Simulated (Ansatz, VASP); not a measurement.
**Two plane-wave programs on Sb**

```
Sb
1.0
     2.17060    1.25320    3.87109
    -2.17060    1.25320    3.87109
     0.00000   -2.50640    3.87109
Sb
2
Direct
  0.23130 0.23130 0.23130
  0.76870 0.76870 0.76870
```

Alike in both runs: task single point; functional r2SCAN; k mesh 6 × 6 × 6; occupations fermi-dirac, width 0.1 eV; no spin polarisation.

|  | VASP | Ansatz |
| --- | --- | --- |
| version | VASP 6.6.1 | Ansatz 0.2.0 |
| potentials or method | VASP PAW PBE potentials, release 64 (Sb), cutoff 520 eV | plane waves (500 eV) with PAW, scalar-relativistic |
| valence electrons in the cell | 10 | 30 |

|  | VASP | Ansatz | Ansatz less VASP |
| --- | --- | --- | --- |
| pressure (GPa) | 0.1 | 0.0 | -0.10 |
| traceless stress, the component that is largest in VASP (GPa) | -0.06 | -0.02 | +0.039 |

VASP's potentials were made for PBE, not for r2SCAN. With one functional, cell and mesh, what is left measures potentials, basis and numerics. VASP's potentials hold 10 valence electrons a cell and Ansatz's 30, so a difference there can come from the potentials and not from the codes.

Neither program's run includes spin-orbit coupling.
